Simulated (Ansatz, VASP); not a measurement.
One calculation of GaN, two programs

```
Ga N
1.0
     3.18259    0.00000    0.00000
    -1.59130    2.75621    0.00000
     0.00000    0.00000    5.18550
Ga N
2 2
Cartesian
  0.0000 1.8375 -0.0042
  1.5913 0.9187 2.5886
  0.0000 1.8375 1.9487
  1.5913 0.9187 4.5415
```

Alike in both runs: functional PBEsol; k mesh 12 × 12 × 6; occupations gaussian, width 0.02 eV; no spin polarisation.

Ansatz relaxed the structure, and its values are those at the end. VASP's run is a single point on that final structure, the one shown.

|  | VASP | Ansatz |
| --- | --- | --- |
| version | VASP 6.6.1 | Ansatz 0.2.0 |
| potentials or method | VASP PAW PBE potentials, release 64 (Ga_d, N), cutoff 520 eV | scalar-relativistic, plane waves, PAW |
| valence electrons in the cell | 36 | 36 |

|  | VASP | Ansatz | Ansatz less VASP |
| --- | --- | --- | --- |
| gap on the k mesh at the Fermi level (eV) | 1.89 | 1.87 | -0.018 |
| least direct gap on the mesh (eV) | 1.89 | 1.87 | -0.018 |
| pressure (GPa) | -0.1 | 0.0 | +0.14 |

VASP's potentials were made for PBE, not for PBEsol. With one functional, cell and mesh, what is left measures potentials, basis and numerics.
